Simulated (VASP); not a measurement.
A run of VASP 6.6.1 is set up as follows.

The input INCAR:

```
PREC     = Accurate       # precision mode
ENCUT    = 520            # plane-wave cutoff, eV
EDIFF    = 1E-6           # SCF threshold, eV
ISMEAR   = -1             # smearing method
SIGMA    = 0.1            # smearing width, eV
LREAL    = F              # projectors in reciprocal space
LASPH    = T              # aspherical terms in the spheres
NELM     = 60             # most SCF steps
ALGO     = Normal         # electronic algorithm
ISIF     = 2              # what is computed and relaxed
LWAVE    = F              # write WAVECAR
LCHARG   = F              # write CHGCAR
GGA      = RP             # functional
NBANDS   = 13             # bands
```

Contents of KPOINTS:

```
regular mesh
0
Gamma
  16 16 16
```

Contents of POSCAR:

```
Ru
1.0
   -1.4712788666      1.4712788666      1.4712788666
    1.4712788666     -1.4712788666      1.4712788666
    1.4712788666      1.4712788666     -1.4712788666
Ru
1
Direct
    0.0000000000      0.0000000000      0.0000000000
```

Potentials or basis: VASP PAW PBE potentials, release 64 (Ru_pv).

Launch:

```sh
$ cat potpaw_PBE.64/Ru_pv/POTCAR > POTCAR
$ mpirun -np 1 vasp_std > vasp.out
```

Question: Predict the pressure.

Answer: 45.8 GPa.

Question: Predict the band gap on the k mesh.

Answer: Zero (band 7 reaches 16.38 eV, above the bottom of band 8 at 12.35 eV).

Caveat: the PAW data sets were made with another functional, which shifts forces and pressure a little.
